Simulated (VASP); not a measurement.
A run of VASP 6.6.1 is set up as follows.

Contents of INCAR:

```
PREC = Accurate ; ENCUT = 600
EDIFF = 1E-6 ; ISMEAR = 0
SIGMA = 0.1 ; LREAL = F
LASPH = T ; NELM = 100
ALGO = Normal ; ISIF = 3
LWAVE = F ; LCHARG = F
GGA = PE ; IBRION = 2
NSW = 100 ; EDIFFG = -0.01
```

File KPOINTS:

```
regular mesh
0
Gamma
  18 18 8
```

The input POSCAR:

```
SnO
1.0
    3.4110469846      0.0000000000      0.0000000000
   -1.7055234923      2.9540533421      0.0000000000
    0.0000000000      0.0000000000      6.4019607317
Sn O
2 2
Direct
    0.3333333333      0.6666666667      0.2500000000
    0.6666666667      0.3333333333      0.7500000000
    0.0000000000      0.0000000000      0.0000000000
    0.0000000000      0.0000000000      0.5000000000
```

Potentials or basis: VASP PAW PBE potentials, release 64 (Sn_d, O).

The run is started by

```console
$ cat potpaw_PBE.64/Sn_d/POTCAR potpaw_PBE.64/O/POTCAR > POTCAR
$ mpirun -np 1 vasp_std > vasp.out
```

Problem. Estimate the space group after relaxing (to 0.05 Å).

Solution. P6_3/mmc (No. 194).

Problem. What does it give for the band gap on the k mesh?

Solution. Zero (band 20 reaches 8.04 eV, above the bottom of band 21 at 7.82 eV).

Problem. Estimate the relaxed cell.

Solution. a = 3.424 Å, b = 3.424 Å, c = 6.378 Å, α = 90.00°, β = 90.00°, γ = 120.00°.

Final structure:
```yaml
crystal:
  lattice:
    - [3.42415, 0.00000, 0.00000]
    - [-1.71208, 2.96540, 0.00000]
    - [0.00000, 0.00000, 6.37840]
  atoms:
    - { symbol: Sn, position: [0.33333, 0.66667, 0.25000] }
    - { symbol: Sn, position: [0.66667, 0.33333, 0.75000] }
    - { symbol: O, position: [0.00000, 0.00000, 0.00000] }
    - { symbol: O, position: [0.00000, 0.00000, 0.50000] }
```

Caveat: spin-orbit coupling is left out, which moves the levels of the heavy elements.
